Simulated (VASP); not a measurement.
# AlN (P6_3mc) in VASP: a series of runs

AlN is run at these levels: PBEsol; tasks: single point.

All numbers are computed with VASP 6.6.1; they aren't measurements. Logs are shortened: lines on timing, memory, paths and dates and some standing lists are left out, and cuts for length are marked.

### Step 1. The cell of the first run

It takes space group P6_3mc (No. 186, hexagonal). The conventional cell has a = 3.018 Å, b = 3.018 Å, c = 4.829 Å, α = 90.00°, β = 90.00°, γ = 120.00°. Within 2.4 Å of Al (site symmetry 3m) lie 4 N at 1.83 to 1.86 Å. N (site symmetry 3m) has 4 Al at 1.83 to 1.86 Å within 2.4 Å.

### Step 2. Single point, PBEsol (strain -0.030 along x and y, -0.030 along z)

File INCAR:

```
ALGO = Normal
EDIFF = 1E-6
ENCUT = 520
GGA = PS
ISIF = 2
ISMEAR = 0
LASPH = True
LCHARG = False
LREAL = False
LWAVE = False
NBANDS = 16
NELM = 60
PREC = Accurate
SIGMA = 0.05
```

File KPOINTS:

```
k-points
0
Gamma
  9 9 6
```

File POSCAR:

```
AlN
1.0
    3.0176720870      0.0000000000      0.0000000000
   -1.5088360435      2.6133806877      0.0000000000
    0.0000000000      0.0000000000      4.8286600000
Al N
2 2
Direct
    0.3333333333      0.6666666667      0.0000000000
    0.6666666667      0.3333333333      0.5000000000
    0.3333333333      0.6666666667      0.3850000000
    0.6666666667      0.3333333333      0.8850000000
```

Potentials or basis: VASP PAW PBE potentials, release 64 (Al, N).

Started as:

```sh
> cat potpaw_PBE.64/Al/POTCAR potpaw_PBE.64/N/POTCAR > POTCAR
> mpirun -np 1 vasp_std > vasp.out
```

OUTCAR:

```text
EDIFF = 1E-6
   ENCUT = 520
   GGA = PS
   ISIF = 2
   ISMEAR = 0
   LASPH = True
   LREAL = False
   NELM = 60
   PREC = Accurate

 ion  position               nearest neighbor table
   1  0.333  0.667  0.000-   4 1.83   4 1.83   4 1.83   3 1.86   2 2.98   2 2.98   2 2.98   2 2.98
                             2 2.98   2 2.98
   2  0.667  0.333  0.500-   3 1.83   3 1.83   3 1.83   4 1.86   1 2.98   1 2.98   1 2.98   1 2.98
                             1 2.98   1 2.98
   3  0.333  0.667  0.385-   2 1.83   2 1.83   2 1.83   1 1.86
   4  0.667  0.333  0.885-   1 1.83   1 1.83   1 1.83   2 1.86

  LATTYP: Found a hexagonal cell.
 ALAT       =     3.0176720870
 C/A-ratio  =     1.6001274694

  Lattice vectors:

 A1 = (   3.0176720870,   0.0000000000,   0.0000000000)
 A2 = (  -1.5088360435,   2.6133806877,   0.0000000000)
 A3 = (   0.0000000000,   0.0000000000,   4.8286600000)

Analysis of symmetry for initial positions (statically):
=====================================================================
 Subroutine PRICEL returns:
 Original cell was already a primitive cell.

 Routine SETGRP: Setting up the symmetry group for a
 hexagonal supercell.

 Subroutine GETGRP returns: Found 12 space group operations
 (whereof  6 operations were pure point group operations)
 out of a pool of 24 trial point group operations.

The static configuration has the point symmetry C_3v.
 The point group associated with its full space group is C_6v.

Analysis of symmetry for dynamics (positions and initial velocities):
=====================================================================
 Subroutine PRICEL returns:
 Original cell was already a primitive cell.

 Routine SETGRP: Setting up the symmetry group for a
 hexagonal supercell.

 Subroutine GETGRP returns: Found 12 space group operations
 (whereof  6 operations were pure point group operations)
 out of a pool of 24 trial point group operations.

The dynamic configuration has the point symmetry C_3v.
 The point group associated with its full space group is C_6v.

 Subroutine INISYM returns: Found 12 space group operations
 (whereof  6 operations are pure point group operations),
 and found     1 'primitive' translations

----------------------------------------------------------------------------------------

                                     Primitive cell

  volume of cell :      38.0804

  direct lattice vectors                    reciprocal lattice vectors
     3.017672087  0.000000000  0.000000000     0.331381267  0.191323064  0.000000000
    -1.508836043  2.613380688  0.000000000     0.000000000  0.382646128  0.000000000
     0.000000000  0.000000000  4.828660000     0.000000000  0.000000000  0.207096793

  length of vectors
     3.017672087  3.017672087  4.828660000     0.382646128  0.382646128  0.207096793

  position of ions in fractional coordinates (direct lattice)
     0.333333333  0.666666667  0.000000000
     0.666666667  0.333333333  0.500000000
     0.333333333  0.666666667  0.385000000
     0.666666667  0.333333333  0.885000000

  ion indices of the primitive-cell ions
   primitive index   ion index
                 1           1
                 2           2
                 3           3
                 4           4

----------------------------------------------------------------------------------------

 KPOINTS: k-points

Automatic generation of k-mesh.
 Grid dimensions read from file:
 generate k-points for:    9    9    6

 Generating k-lattice:

  Cartesian coordinates                     Fractional coordinates (reciprocal lattice)
     0.036820141  0.021258118  0.000000000     0.111111111  0.000000000  0.000000000
     0.000000000  0.042516236  0.000000000     0.000000000  0.111111111  0.000000000
     0.000000000  0.000000000  0.034516132     0.000000000  0.000000000  0.166666667

  Length of vectors
     0.042516236  0.042516236  0.034516132

  Shift w.r.t. Gamma in fractional coordinates (k-lattice)
     0.000000000  0.000000000  0.000000000

 Subroutine IBZKPT returns following result:
 ===========================================

 Found     48 irreducible k-points:

 Following reciprocal coordinates:
            Coordinates               Weight
  0.000000  0.000000  0.000000      1.000000
  0.111111 -0.000000  0.000000      6.000000
  0.222222  0.000000  0.000000      6.000000
  0.333333  0.000000  0.000000      6.000000
  0.444444  0.000000  0.000000      6.000000
  0.111111  0.111111  0.000000      6.000000
[... 16 lines left out ...]
  0.333333  0.222222  0.166667     24.000000
  0.333333  0.333333  0.166667      4.000000
 [... further k-points ...]
   k-points           NKPTS =     48   k-points in BZ     NKDIM =     48   number of bands    NBANDS=     16
   number of dos      NEDOS =    301   number of ions     NIONS =      4
   total plane-waves  NPLWV =  20736
   dimension x,y,z NGX =    24 NGY =   24 NGZ =   36
   dimension x,y,z NGXF=    48 NGYF=   48 NGZF=   72
   ions per type =               2   2
   NGX,Y,Z   is equivalent  to a cutoff of  13.22, 13.22, 12.39 a.u.
   NGXF,Y,Z  is equivalent  to a cutoff of  26.44, 26.44, 24.79 a.u.
 SYSTEM =  unknown system
   PREC   = accura    normal or accurate (medium, high low for compatibility)
   ISTART =      0    job   : 0-new  1-cont  2-samecut
   ICHARG =      2    charge: 1-file 2-atom 10-const
   ISPIN  =      1    spin polarized calculation?
   LNONCOLLINEAR =      F non collinear calculations
   LSORBIT =      F    spin-orbit coupling
   LASPH  =      T    aspherical Exc in radial PAW
   ENCUT  =  520.0 eV  38.22 Ry    6.18 a.u.   5.61  5.61  8.98*2*pi/ulx,y,z
   NELM   =     60;   NELMIN=  2; NELMDL= -5     # of ELM steps
   EDIFF  = 0.1E-05   stopping-criterion for ELM
   LREAL  =      F    real-space projection
   EDIFFG = 0.1E-04   stopping-criterion for IOM
   NSW    =      0    number of steps for IOM
   IBRION =     -1    ionic relax: 0-MD 1-quasi-New 2-CG
   NFREE  =      0    steps in history (QN), initial steepest desc. (CG)
   ISIF   =      2    stress and relaxation
   ISYM   =      2    0-nonsym 1-usesym 2-fastsym
   POTIM  = 0.5000    time-step for ionic-motion
   TEBEG  =    0.0;   TEEND  =   0.0 temperature during run
   PSTRESS=    0.0 pullay stress
   NELECT =      16.0000    total number of electrons
   NUPDOWN=      -1.0000    fix difference up-down
   EMIN   =  10.00;   EMAX   =-10.00  energy-range for DOS
   EFERMI =   0.00;   METHOD = LEGACY
   ISMEAR =     0;   SIGMA  =   0.05  broadening in eV -4-tet -1-fermi 0-gaus
   EFERMI_NEDOS =   21; number of points for ismear=-14 and -15
   IALGO  =     38    algorithm
   IMIX   =      4    mixing-type and parameters
     AMIX     =   0.40;   BMIX     =  1.00
     AMIX_MAG =   1.60;   BMIX_MAG =  1.00
  volume/ion in A,a.u.               =       9.52        64.24
  Fermi-wavevector in a.u.,A,eV,Ry     =   1.226162  2.317109 20.455982  1.503472
  Thomas-Fermi vector in A             =   2.361173
   LORBIT       =      0    0 simple, 1 ext, 2 COOP (PROOUT), +10 PAW based schemes
   GGA     = PS    functional components
   LHFCALC =     F    Hartree Fock is set to
   AEXX    =    0.0000 exact exchange contribution
   IVDW    =     0    specifies the selected vdW correction
   LEPSILON=     F    determine dielectric tensor
   LRPA    =     F    only Hartree local field effects (RPA)
 non-spin polarized calculation
 Gauss-broadening in eV      SIGMA  =   0.05
  energy-cutoff  :      520.00
  volume of cell :       38.08
 maximum number of plane-waves:      1038
 NGX is ok and might be reduce to    24
   NGX = 11   NGY = 11   NGZ = 17

 number of electron      16.0000001 magnetization

 Free energy of the ion-electron system (eV)
  ---------------------------------------------------
  ext. energy  EPLUGINS =         0.00000000
  ---------------------------------------------------
  free energy    TOTEN  =       -31.05906024 eV

  energy without entropy =      -31.05906024  energy(sigma->0) =      -31.05906024

 E-fermi :   7.2679     XC(G=0): -11.5176

 val. band max:        7.0431511031   @ k =   0.0000   0.0000   0.0000
 cond. band min:      11.9374526018   @ k =   0.3333   0.3333   0.0000
 fundamental gap:      4.8943014987
 Fermi energy:         7.2678735231

 k-point     1 :       0.0000    0.0000    0.0000
  band No.  band energies     occupation
      1      -8.7598      2.00000
      2      -6.2711      2.00000
      3       0.5121      2.00000
      4       6.0501      2.00000
      5       6.0501      2.00000
      6       6.7255      2.00000
[... 8 lines left out ...]
     15      20.9093      0.00000
     16      20.9093      0.00000

 k-point     2 :       0.1111   -0.0000    0.0000
  band No.  band energies     occupation
      1      -8.5836      2.00000
      2      -6.1699      2.00000
      3       0.7140      2.00000
      4       5.3061      2.00000
      5       5.8344      2.00000
      6       6.0545      2.00000
[... 8 lines left out ...]
     15      20.6235      0.00000
     16      20.8304      0.00000

 k-point     3 :       0.2222    0.0000    0.0000
  band No.  band energies     occupation
      1      -8.0808      2.00000
      2      -5.9146      2.00000
      3       1.3011      2.00000
      4       3.7053      2.00000
      5       4.7502      2.00000
      6       5.3983      2.00000
[... 8 lines left out ...]
     15      20.0299      0.00000
     16      20.5163      0.00000

 k-point     4 :       0.3333    0.0000    0.0000
  band No.  band energies     occupation
      1      -7.3464      2.00000
      2      -5.6663      2.00000
      3       2.1285      2.00000
      4       2.2376      2.00000
      5       3.4834      2.00000
      6       4.9963      2.00000
[... 8 lines left out ...]
     15      20.0055      0.00000
     16      22.2010      0.00000
[... 324 lines left out ...]
 k-point    22 :       0.2222    0.2222    0.1667
  band No.  band energies     occupation
      1      -6.8749      2.00000
      2      -5.6838      2.00000
      3       2.0707      2.00000
      4       2.3048      2.00000
      5       3.6877      2.00000
      6       4.1633      2.00000
[... 8 lines left out ...]
     15      20.1088      0.00000
     16      22.8634      0.00000

 k-point    23 :       0.3333    0.2222    0.1667
  band No.  band energies     occupation
      1      -6.2597      2.00000
      2      -5.6742      2.00000
      3       1.5781      2.00000
      4       2.3878      2.00000
      5       3.2359      2.00000
      6       4.3341      2.00000
[... 8 lines left out ...]
     15      20.3897      0.00000
     16      22.8474      0.00000

 k-point    24 :       0.3333    0.3333    0.1667
  band No.  band energies     occupation
      1      -5.8546      2.00000
      2      -5.8546      2.00000
      3       1.7935      2.00000
      4       2.5942      2.00000
      5       2.5942      2.00000
      6       4.0020      2.00000
[... 8 lines left out ...]
     15      20.4791      0.00000
     16      23.2809      0.00000

 [... further k-points ...]

------------------------ aborting loop because EDIFF is reached ----------------------------------------

  FORCE on cell =-STRESS in cart. coord.  units (eV):
  Direction    XX          YY          ZZ          XY          YZ          ZX
  --------------------------------------------------------------------------------------
  -------------------------------------------------------------------------------------
  Total        5.8191377      5.8191377      4.6678078      0.0000000      0.0000000      0.0000000
  in kB      244.8318223    244.8318223    196.3912789      0.0000000      0.0000000      0.0000000
  external PRESSURE =     228.6849745 kB  Pullay stress =       0.0000000 kB

 VOLUME and BASIS-vectors are now :
 -----------------------------------------------------------------------------
  energy-cutoff  :      520.00
  volume of cell :       38.08
      direct lattice vectors                 reciprocal lattice vectors
     3.017672087  0.000000000  0.000000000     0.331381267  0.191323064  0.000000000
    -1.508836043  2.613380688  0.000000000     0.000000000  0.382646128  0.000000000
     0.000000000  0.000000000  4.828660000     0.000000000  0.000000000  0.207096793

 POSITION                                       TOTAL-FORCE (eV/Angst)
 -----------------------------------------------------------------------------------
     -0.00000      1.74225      0.00000         0.000000      0.000000      0.183087
      1.50884      0.87113      2.41433         0.000000     -0.000000      0.183087
     -0.00000      1.74225      1.85903         0.000000     -0.000000     -0.183087
      1.50884      0.87113      4.27336        -0.000000      0.000000     -0.183087
 -----------------------------------------------------------------------------------
    total drift:                               -0.000000      0.000000      0.000455

  FREE ENERGIE OF THE ION-ELECTRON SYSTEM (eV)
  ---------------------------------------------------
  free  energy   TOTEN  =       -31.0590602420 eV

  energy  without entropy=      -31.0590602420  energy(sigma->0) =      -31.05906024
```

Wall time 25 s (1 thread of Intel Xeon 8259CL, shared host); peak memory 0.16 GiB.

What came out:

| Property | Result |
| --- | --- |
| Free energy | -31.0591 eV |
| Pressure | 22.9 GPa |
| Largest force | 0.183 eV/Å |
| Band gap on the k mesh | 4.89 eV (least direct gap 4.91 eV) |

Forces in eV/Å, atoms in the order of the input:
```
Al   0.000  0.000  0.183
Al   0.000  0.000  0.183
N    0.000  0.000 -0.183
N    0.000  0.000 -0.183
```

Stress tensor (GPa, compression positive):
```
24.48  0.00  0.00
 0.00 24.48  0.00
 0.00  0.00 19.64
```

Levels at points of the mesh, in eV from the valence-band top:
```tsv
k point	band 4	band 5	band 6	band 7	band 8	band 9	band 10	band 11	band 12	band 13
(0.00, 0.00, 0.00)	-0.99	-0.99	-0.32	-0.32	0.00	4.91	7.35	11.26	11.64	11.64
(0.00, 0.00, 0.50)	-3.55	-0.67	-0.67	-0.67	-0.67	7.17	7.17	10.94	10.94	11.98
```

Caveat: the cell differs from its parent crystal (strain -0.030 along x and y, -0.030 along z); the cell stands under pressure; the PAW data sets were made with another functional, which shifts forces and pressure a little; an odd mesh through Γ misses points on the zone boundary, where band edges can lie.

(Continued in part 2 of 2.)
